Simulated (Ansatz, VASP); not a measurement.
# Two plane-wave programs on ZnO

```xyz
4
Lattice="3.5003 0.0000 0.0000 -1.7502 3.0314 0.0000 0.0000 0.0000 4.4845" Properties=species:S:1:pos:R:3 pbc="T T T"
Zn    0.0000    2.0209    0.0000
Zn    1.7502    1.0105    2.2422
O     0.0000    2.0209    1.7135
O     1.7502    1.0105    3.9558
```

Alike in both runs: task single point; functional PBE; k mesh 12 × 12 × 6; occupations gaussian, width 0.05 eV; no spin polarisation.

|  | VASP | Ansatz |
| --- | --- | --- |
| version | VASP 6.6.1 | Ansatz 0.2.0 |
| potentials or method | VASP PAW PBE potentials, release 64 (Zn, O), cutoff 520 eV | scalar-relativistic, plane waves, PAW |
| valence electrons in the cell | 36 | 36 |

|  | VASP | Ansatz | Ansatz less VASP |
| --- | --- | --- | --- |
| gap on the k mesh at the Fermi level (eV) | 0.85 | 0.87 | +0.025 |
| least direct gap on the mesh (eV) | 0.85 | 0.87 | +0.025 |
| pressure (GPa) | 17.6 | 16.5 | -1.16 |
| traceless stress, the component that is largest in VASP (GPa) | 44.14 | 42.77 | -1.375 |
| rms of the force components (eV/Å) | 2.583 | 2.484 | -0.0984 |

Atom by atom the forces differ by 0.098 eV/Å (rms over components). With one functional, cell and mesh, what is left measures potentials, basis and numerics.
